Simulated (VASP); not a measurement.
The system is Ag.

```
Ag
1.0
     4.65691    0.00000    0.00000
    -2.32845    4.03300    0.00000
     0.00000    0.00000    2.72186
Ag
3
Direct
  0.00000 0.00000 0.00000
  0.33333 0.66667 0.50000
  0.66667 0.33333 0.50000
```

```yaml
Program: VASP 6.6.1
Task: relaxation of cell and atoms
Functional: PBEsol
Potentials_or_basis: VASP PAW PBE potentials, release 64 (Ag)
Cutoff: 600 eV
k_mesh: 12 × 12 × 16
Occupations: gaussian, width 0.1 eV
Spin: no spin polarisation
```

At the start: pressure -0.3 GPa; volume 17.04 Å³/atom.

Task: Where does the relaxation end?

Result: Over 5 steps the energy falls by 3.1 meV/atom and the volume is 16.98 Å³/atom (-0.4 %); space group P6/mmm (No. 191, to 0.05 Å).

Step by step:
```tsv
step	energy change (eV)	largest force (eV/Å)	pressure (GPa)	volume (Å³)
1	0.0000	0.0000	-0.30	51.12
2	-0.0091	0.0000	0.15	50.87
3	-0.0092	0.0000	0.19	50.86
4	-0.0092	0.0000	-0.12	51.01
5	-0.0092	0.0000	0.00	50.94
```

Final structure:
```xyz
3
Lattice="4.6177 0.0000 0.0000 -2.3089 3.9991 0.0000 0.0000 0.0000 2.7583" Properties=species:S:1:pos:R:3 pbc="T T T"
Ag    0.0000    0.0000    0.0000
Ag    0.0000    2.6660    1.3792
Ag    2.3089    1.3330    1.3792
```

Caveat: the PAW data sets were made with another functional, which shifts forces and pressure a little.
